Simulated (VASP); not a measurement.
# InGa2N3 (P-3m1) in VASP: notebook, part 2 of 2

VASP 6.6.1. The steps go on from the part before.

## Step 4: Relaxation of cell and atoms, PBE

This run uses another cell than the first one, of 14.24 Å³/atom, 1.318 times its volume.

Input file INCAR:

```
SYSTEM = InGa2N3
  PREC = Accurate
  ENCUT = 600
  EDIFF = 1E-6
  ISMEAR = 0
  SIGMA = 0.1
  LREAL = .FALSE.
  LASPH = .TRUE.
  NELM = 80
  ALGO = Normal
  ISIF = 3
  LWAVE = .FALSE.
  LCHARG = .FALSE.
  GGA = PE
  IBRION = 2
  NSW = 90
  EDIFFG = -0.04
```

Input file KPOINTS:

```
regular mesh
0
G
  6 6 2
  0 0 0
```

Input file POSCAR:

```
InGa2N3
1.0
    3.4288299000      0.0000000000      0.0000000000
   -1.7144149500      2.9694538000      0.0000000000
    0.0000000000      0.0000000000      8.3929804300
In Ga N
1 2 3
Direct
    0.0000000000      0.0000000000      0.0000000000
    0.3333333300      0.6666666700      0.6559943000
    0.6666666700      0.3333333300      0.3440057000
    0.3333333300      0.6666666700      0.1659022100
    0.6666666700      0.3333333300      0.8340977900
    0.0000000000      0.0000000000      0.5000000000
```

Potentials or basis: VASP PAW PBE potentials, release 64 (In_d, Ga_d, N).

Command:

```sh
$ cat potpaw_PBE.64/In_d/POTCAR potpaw_PBE.64/Ga_d/POTCAR potpaw_PBE.64/N/POTCAR > POTCAR
$ mpirun -np 1 vasp_std > vasp.out
```

OUTCAR:

```text
SYSTEM = InGa2N3
   PREC = Accurate
   ENCUT = 600
   EDIFF = 1E-6
   ISMEAR = 0
   LREAL = .FALSE.
   LASPH = .TRUE.
   NELM = 80
   ISIF = 3
   GGA = PE
   IBRION = 2
   NSW = 90
   EDIFFG = -0.04

 ion  position               nearest neighbor table
   1  0.000  0.000  0.000-   4 2.42   5 2.42   5 2.42   4 2.42   5 2.42   4 2.42
   2  0.333  0.667  0.656-
   3  0.667  0.333  0.344-
   4  0.333  0.667  0.166-   1 2.42   1 2.42   1 2.42
   5  0.667  0.333  0.834-   1 2.42   1 2.42   1 2.42
   6  0.000  0.000  0.500-

  LATTYP: Found a hexagonal cell.
 ALAT       =     3.4288299000
 C/A-ratio  =     2.4477680943

  Lattice vectors:

 A1 = (   3.4288299000,   0.0000000000,   0.0000000000)
 A2 = (  -1.7144149500,   2.9694538000,   0.0000000000)
 A3 = (   0.0000000000,   0.0000000000,   8.3929804300)

Analysis of symmetry for initial positions (statically):
=====================================================================
 Subroutine PRICEL returns:
 Original cell was already a primitive cell.

 Routine SETGRP: Setting up the symmetry group for a
 hexagonal supercell.

 Subroutine GETGRP returns: Found 12 space group operations
 (whereof 12 operations were pure point group operations)
 out of a pool of 24 trial point group operations.

The static configuration has the point symmetry D_3d.

Analysis of symmetry for dynamics (positions and initial velocities):
=====================================================================
 Subroutine PRICEL returns:
 Original cell was already a primitive cell.

 Routine SETGRP: Setting up the symmetry group for a
 hexagonal supercell.

 Subroutine GETGRP returns: Found 12 space group operations
 (whereof 12 operations were pure point group operations)
 out of a pool of 24 trial point group operations.

The dynamic configuration has the point symmetry D_3d.

 Subroutine INISYM returns: Found 12 space group operations
 (whereof 12 operations are pure point group operations),
 and found     1 'primitive' translations

----------------------------------------------------------------------------------------

                                     Primitive cell

  volume of cell :      85.4552

  direct lattice vectors                    reciprocal lattice vectors
     3.428829900  0.000000000  0.000000000     0.291644680  0.168381135  0.000000000
    -1.714414950  2.969453800  0.000000000     0.000000000  0.336762269  0.000000000
     0.000000000  0.000000000  8.392980430     0.000000000  0.000000000  0.119147186

  length of vectors
     3.428829900  3.428829901  8.392980430     0.336762269  0.336762269  0.119147186

  position of ions in fractional coordinates (direct lattice)
     0.000000000  0.000000000  0.000000000
     0.333333330  0.666666670  0.655994300
     0.666666670  0.333333330  0.344005700
     0.333333330  0.666666670  0.165902210
     0.666666670  0.333333330  0.834097790
     0.000000000  0.000000000  0.500000000

  ion indices of the primitive-cell ions
   primitive index   ion index
                 1           1
                 2           2
                 3           3
                 4           4
                 5           5
[... 26 lines left out ...]
 Found     14 irreducible k-points:

 Following reciprocal coordinates:
            Coordinates               Weight
  0.000000  0.000000  0.000000      1.000000
  0.166667  0.000000  0.000000      6.000000
  0.333333  0.000000  0.000000      6.000000
  0.500000  0.000000  0.000000      3.000000
  0.166667  0.166667  0.000000      6.000000
  0.333333  0.166667  0.000000     12.000000
  0.333333  0.333333  0.000000      2.000000
  0.000000  0.000000  0.500000      1.000000
  0.166667  0.000000  0.500000      6.000000
  0.333333  0.000000  0.500000      6.000000
  0.500000  0.000000  0.500000      3.000000
  0.166667  0.166667  0.500000      6.000000
  0.333333  0.166667  0.500000     12.000000
  0.333333  0.333333  0.500000      2.000000
   k-points           NKPTS =     14   k-points in BZ     NKDIM =     14   number of bands    NBANDS=     32
   number of dos      NEDOS =    301   number of ions     NIONS =      6
   total plane-waves  NPLWV =  54880
   dimension x,y,z NGX =    28 NGY =   28 NGZ =   70
   dimension x,y,z NGXF=    56 NGYF=   56 NGZF=  140
   ions per type =               1   2   3
   NGX,Y,Z   is equivalent  to a cutoff of  13.58, 13.58, 13.87 a.u.
   NGXF,Y,Z  is equivalent  to a cutoff of  27.15, 27.15, 27.73 a.u.
 SYSTEM =  InGa2N3
   PREC   = accura    normal or accurate (medium, high low for compatibility)
   ISTART =      0    job   : 0-new  1-cont  2-samecut
   ICHARG =      2    charge: 1-file 2-atom 10-const
   ISPIN  =      1    spin polarized calculation?
   LNONCOLLINEAR =      F non collinear calculations
   LSORBIT =      F    spin-orbit coupling
   LASPH  =      T    aspherical Exc in radial PAW
   ENCUT  =  600.0 eV  44.10 Ry    6.64 a.u.   6.85  6.85 16.76*2*pi/ulx,y,z
   NELM   =     80;   NELMIN=  2; NELMDL= -5     # of ELM steps
   EDIFF  = 0.1E-05   stopping-criterion for ELM
   LREAL  =      F    real-space projection
   EDIFFG = -.4E-01   stopping-criterion for IOM
   NSW    =     90    number of steps for IOM
   IBRION =      2    ionic relax: 0-MD 1-quasi-New 2-CG
   NFREE  =      1    steps in history (QN), initial steepest desc. (CG)
   ISIF   =      3    stress and relaxation
   ISYM   =      2    0-nonsym 1-usesym 2-fastsym
   POTIM  = 0.5000    time-step for ionic-motion
   TEBEG  =    0.0;   TEEND  =   0.0 temperature during run
   PSTRESS=    0.0 pullay stress
   NELECT =      54.0000    total number of electrons
   NUPDOWN=      -1.0000    fix difference up-down
   EMIN   =  10.00;   EMAX   =-10.00  energy-range for DOS
[... 5 lines left out ...]
     AMIX     =   0.40;   BMIX     =  1.00
     AMIX_MAG =   1.60;   BMIX_MAG =  1.00
  volume/ion in A,a.u.               =      14.24        96.11
  Fermi-wavevector in a.u.,A,eV,Ry     =   1.404839  2.654760 26.852080  1.973572
  Thomas-Fermi vector in A             =   2.527360
   LORBIT       =      0    0 simple, 1 ext, 2 COOP (PROOUT), +10 PAW based schemes
   GGA     = PE    functional components
   LHFCALC =     F    Hartree Fock is set to
   AEXX    =    0.0000 exact exchange contribution
   IVDW    =     0    specifies the selected vdW correction
   LEPSILON=     F    determine dielectric tensor
   LRPA    =     F    only Hartree local field effects (RPA)
 conjugate gradient relaxation of ions
 non-spin polarized calculation
 Gauss-broadening in eV      SIGMA  =   0.10
  energy-cutoff  :      600.00
  volume of cell :       85.46
 maximum number of plane-waves:      2872
 NGX is ok and might be reduce to    28
   NGX = 13   NGY = 13   NGZ = 33

--------------------------------------- Ionic step        1  -------------------------------------------

 number of electron      54.0000008 magnetization

 Free energy of the ion-electron system (eV)
  ---------------------------------------------------
  ext. energy  EPLUGINS =         0.00000000
  ---------------------------------------------------
  free energy    TOTEN  =       -30.09833097 eV

  energy without entropy =      -30.08709697  energy(sigma->0) =      -30.09271397

------------------------ aborting loop because EDIFF is reached ----------------------------------------

  FORCE on cell =-STRESS in cart. coord.  units (eV):
  Direction    XX          YY          ZZ          XY          YZ          ZX
  --------------------------------------------------------------------------------------
  -------------------------------------------------------------------------------------
  Total      -12.9541079    -12.9541079    -12.9687683      0.0000000      0.0000000     -0.0000000
  in kB     -242.8730726   -242.8730728   -243.1479375      0.0000000      0.0000000     -0.0000000
  external PRESSURE =    -242.9646943 kB  Pullay stress =       0.0000000 kB
[... 101 lines left out ...]
  FREE ENERGIE OF THE ION-ELECTRON SYSTEM (eV)
  ---------------------------------------------------
  free  energy   TOTEN  =       -32.1243278790 eV

  energy  without entropy=      -32.1194621059  energy(sigma->0) =      -32.12189499

[... ionic steps 4 to 8 ...]

--------------------------------------- Ionic step        9  -------------------------------------------

 number of electron      53.9999997 magnetization

------------------------ aborting loop because EDIFF is reached ----------------------------------------
[... 75 lines left out ...]
--------------------------------------- Ionic step       11  -------------------------------------------

 number of electron      53.9999998 magnetization

 Free energy of the ion-electron system (eV)
  ---------------------------------------------------
  ext. energy  EPLUGINS =         0.00000000
  ---------------------------------------------------
  free energy    TOTEN  =       -32.38064187 eV

  energy without entropy =      -32.38009806  energy(sigma->0) =      -32.38036996

 E-fermi :   8.2854     XC(G=0): -12.5285

 val. band max:        8.1175426887   @ k =   0.1667   0.1667   0.0000
 cond. band min:       8.4340592576   @ k =   0.5000   0.0000   0.0000
 fundamental gap:      0.3165165689
 Fermi energy:         8.2854357607

 k-point     1 :       0.0000    0.0000    0.0000
  band No.  band energies     occupation
      1      -8.2456      2.00000
      2      -6.7629      2.00000
      3      -6.3923      2.00000
      4      -5.9929      2.00000
      5      -5.9929      2.00000
      6      -5.9398      2.00000
[... 512 lines left out ...]
  FREE ENERGIE OF THE ION-ELECTRON SYSTEM (eV)
  ---------------------------------------------------
  free  energy   TOTEN  =       -32.3806418709 eV

  energy  without entropy=      -32.3800980578  energy(sigma->0) =      -32.38036996

 reached required accuracy - stopping structural energy minimisation
```

Wall time 6.5 min (1 thread of Intel Xeon 6975P-C, shared host); peak memory 0.27 GiB.

What came out:

```
Free energy                            : -32.3806 eV
Relaxed volume                         : 10.83 Å³/atom
Relaxed cell                           : a = 3.124 Å, b = 3.124 Å, c = 7.686 Å, α = 90.00°, β = 90.00°, γ = 120.00°
Space group after relaxing (to 0.05 Å) : P-3m1 (No. 164)
Energy gained by relaxing              : 380.4 meV/atom
Ionic steps                            : 11
Pressure after relaxing                : 0.2 GPa
Largest force after relaxing           : 0.025 eV/Å
Band gap on the k mesh                 : 0.32 eV, indirect (least direct gap 1.09 eV)
```

Forces in eV/Å, atoms in the order of the input:
```
In   0.000  0.000  0.000
Ga   0.000  0.000 -0.025
Ga   0.000  0.000  0.025
N    0.000  0.000  0.007
N    0.000  0.000 -0.007
N    0.000  0.000  0.000
```

Step by step:
| step | energy change (eV) | largest force (eV/Å) | pressure (GPa) | volume (Å³) |
| --- | --- | --- | --- | --- |
| 1 | 0.0000 | 0.9393 | -24.30 | 85.46 |
| 2 | -1.8887 | 2.2623 | 14.46 | 61.43 |
| 3 | -2.0260 | 2.0007 | 1.36 | 65.33 |
| 4 | -2.2350 | 0.8510 | 2.29 | 64.35 |
| 5 | -2.2363 | 0.7323 | 2.05 | 64.41 |
| 6 | -2.2777 | 0.1488 | -1.40 | 65.51 |
| 7 | -2.2778 | 0.1156 | -1.58 | 65.58 |
| 8 | -2.2817 | 0.0890 | 0.76 | 64.79 |
| 9 | -2.2822 | 0.0464 | 0.04 | 64.99 |
| 10 | -2.2822 | 0.0471 | -0.11 | 65.00 |
| 11 | -2.2823 | 0.0248 | 0.16 | 64.96 |

Final structure:
```cif
data_structure
_symmetry_space_group_name_H-M 'P 1'
_symmetry_Int_Tables_number 1
_cell_length_a 3.1240
_cell_length_b 3.1240
_cell_length_c 7.6863
_cell_angle_alpha 90.000
_cell_angle_beta 90.000
_cell_angle_gamma 120.000
_cell_volume 64.96
loop_
_atom_site_label
_atom_site_type_symbol
_atom_site_fract_x
_atom_site_fract_y
_atom_site_fract_z
_atom_site_occupancy
In1 In 0.00000 0.00000 0.00000 1
Ga1 Ga 0.33333 0.66667 0.65899 1
Ga2 Ga 0.66667 0.33333 0.34101 1
N1 N 0.33333 0.66667 0.18696 1
N2 N 0.66667 0.33333 0.81304 1
N3 N 0.00000 0.00000 0.50000 1
```

Caveat: the volume moved by over 15 % at a fixed basis, so the end points are rough; spin-orbit coupling is left out, which moves the levels of the heavy elements.

## Step 5: Single point, PBE, collinear spin, ferromagnetic start

This run uses another cell than the first one, of 14.24 Å³/atom, 1.318 times its volume.

Input file INCAR:

```
PREC = Accurate
ENCUT = 520
EDIFF = 1E-6
ISMEAR = 0
SIGMA = 0.1
LREAL = F
LASPH = T
NELM = 150
ALGO = Normal
ISIF = 2
LWAVE = F
LCHARG = F
ISPIN = 2
MAGMOM = 0 0 0 1 1 1
LORBIT = 11
GGA = PE
NBANDS = 40
```

Input file KPOINTS:

```
regular mesh
0
Gamma
  6 6 2
```

POSCAR is that of step 4.

Command:

```sh
$ cat potpaw_PBE.64/In_d/POTCAR potpaw_PBE.64/Ga_d/POTCAR potpaw_PBE.64/N/POTCAR > POTCAR
$ mpirun -np 1 vasp_std > vasp.out
```

It took 2.2 min on 1 thread of Intel Xeon 6975P-C, shared host; peak memory 0.29 GiB.

It converged, with:

```yaml
Free_energy: -30.0942 eV
Pressure: -24.2 GPa
Largest_force: 0.940 eV/Å
Band_gap_on_the_k_mesh: zero (filled and empty bands overlap)
Net_moment: 0.01 μB per cell
Valence_electrons_inside_the_program's_atomic_spheres: In 11.20; Ga 11.23; N 3.51, 3.50
```

Forces in eV/Å, atoms in the order of the input:
```
In   0.000  0.000  0.000
Ga   0.000  0.000  0.697
Ga   0.000  0.000 -0.697
N    0.000  0.000  0.940
N    0.000  0.000 -0.940
N    0.000  0.000  0.000
```

Levels at points of the mesh, in eV from the Fermi level:
Spin up:
```csv
k point,band 24,band 25,band 26,band 27,band 28,band 29,band 30,band 31
"(0.00, 0.00, 0.00)",-0.50,-0.31,-0.31,-0.03,-0.03,2.42,2.76,5.73
"(0.50, 0.00, 0.00)",-1.76,-1.38,-1.21,-1.07,-0.47,2.87,3.42,4.92
"(0.00, 0.00, 0.50)",-0.32,-0.32,-0.02,-0.02,0.96,1.38,3.04,5.23
"(0.50, 0.00, 0.50)",-1.99,-1.53,-0.22,-0.16,0.26,1.18,2.97,5.41
```
Spin down:
```tsv
k point	band 25	band 26	band 27	band 28	band 29	band 30
(0.00, 0.00, 0.00)	-0.30	-0.30	-0.03	-0.03	2.42	2.76
(0.50, 0.00, 0.00)	-1.38	-1.21	-1.07	-0.47	2.87	3.42
(0.00, 0.00, 0.50)	-0.32	-0.01	-0.01	0.96	1.38	3.04
(0.50, 0.00, 0.50)	-1.53	-0.22	-0.15	0.26	1.18	2.97
```

Caveat: the k points lie up to 0.37 Å⁻¹ apart; spin-orbit coupling is left out, which moves the levels of the heavy elements.

## Step 6: Single point, PBE

Input file INCAR:

```
SYSTEM = InGa2N3
PREC = Accurate
ENCUT = 520
EDIFF = 1E-6
ISMEAR = 0
SIGMA = 0.02
LREAL = .FALSE.
LASPH = .TRUE.
NELM = 60
ALGO = Normal
ISIF = 2
LWAVE = .FALSE.
LCHARG = .FALSE.
GGA = PE
NBANDS = 36
```

Input file KPOINTS:

```
Automatic mesh
0
G
  12 12 6
  0 0 0
```

Input file POSCAR:

```
InGa2N3
1.0
    3.1227362555      0.0000000000      0.0000000000
   -1.5613681277      2.7043689266      0.0000000000
    0.0000000000      0.0000000000      7.6853595219
In Ga N
1 2 3
Direct
    0.0000000000      0.0000000000      0.0000000000
    0.3333333333      0.6666666667      0.6587855269
    0.6666666667      0.3333333333      0.3412144731
    0.3333333333      0.6666666667      0.1872389457
    0.6666666667      0.3333333333      0.8127610543
    0.0000000000      0.0000000000      0.5000000000
```

Potentials or basis: VASP PAW PBE potentials, release 64 (In_d, Ga_d, N).

Command:

```sh
$ cat potpaw_PBE.64/In_d/POTCAR potpaw_PBE.64/Ga_d/POTCAR potpaw_PBE.64/N/POTCAR > POTCAR
$ mpirun -np 1 vasp_std > vasp.out
```

Wall time 3 min (1 thread of Intel Xeon 6975P-C, shared host); peak memory 0.33 GiB.

It converged, with:

```
Free energy            : -32.3706 eV
Pressure               : 0.5 GPa
Largest force          : 0.015 eV/Å
Band gap on the k mesh : 0.33 eV, indirect (least direct gap 1.09 eV)
```

Forces on the atoms (eV/Å):
```
In   0.000  0.000  0.000
Ga   0.000  0.000  0.003
Ga   0.000  0.000 -0.003
N    0.000  0.000 -0.015
N    0.000  0.000  0.015
N    0.000  0.000  0.000
```

Levels at points of the mesh, in eV from the valence-band top:
```csv
k point,band 25,band 26,band 27,band 28,band 29,band 30
"(0.00, 0.00, 0.00)",-0.41,-0.23,-0.23,0.86,4.05,4.16
"(0.50, 0.00, 0.00)",-1.83,-1.06,-0.84,0.33,4.70,4.81
"(0.00, 0.00, 0.50)",-0.48,-0.17,-0.17,2.87,3.00,3.96
"(0.50, 0.00, 0.50)",-2.11,-0.13,-0.12,2.03,2.33,3.66
```

Caveat: spin-orbit coupling is left out, which moves the levels of the heavy elements. A k mesh can miss the band edges.

## Step 7: Overview

```csv
task,spin,cell,k mesh,cutoff (eV),smearing,gap on the mesh (eV),pressure (GPa),largest force (eV/Å)
single point,off,"a = 3.122, b = 3.122, c = 7.682 Å, angles 90.0, 90.0, 120.0°, 6 atoms",6 × 6 × 2,520,gaussian 0.1 eV,0.33,0.5,0.01
single point,off,"a = 3.429, b = 3.429, c = 8.393 Å, angles 90.0, 90.0, 120.0°, 6 atoms",6 × 6 × 2,520,gaussian 0.1 eV,none,-24.2,0.94
relaxation of cell and atoms,off,"relaxed from a = 3.429, b = 3.429, c = 8.393 Å, angles 90.0, 90.0, 120.0°, 6 atoms",6 × 6 × 2,600,gaussian 0.1 eV,0.32,0.2,0.02
single point,"collinear, ferromagnetic start","a = 3.429, b = 3.429, c = 8.393 Å, angles 90.0, 90.0, 120.0°, 6 atoms",6 × 6 × 2,520,gaussian 0.1 eV,none,-24.2,0.94
single point,off,"a = 3.123, b = 3.123, c = 7.685 Å, angles 90.0, 90.0, 120.0°, 6 atoms",12 × 12 × 6,520,gaussian 0.02 eV,0.33,0.5,0.02
```

Alike in all rows: level PBE; potentials or basis VASP PAW PBE potentials, release 64 (In_d, Ga_d, N).

Caveats: some runs use coarse meshes; spin-orbit coupling is left out, which moves the levels of the heavy elements; the volume moved by over 15 % at a fixed basis, so the end points are rough (some runs).

Absolute energies hang on the potentials; compare differences alone.
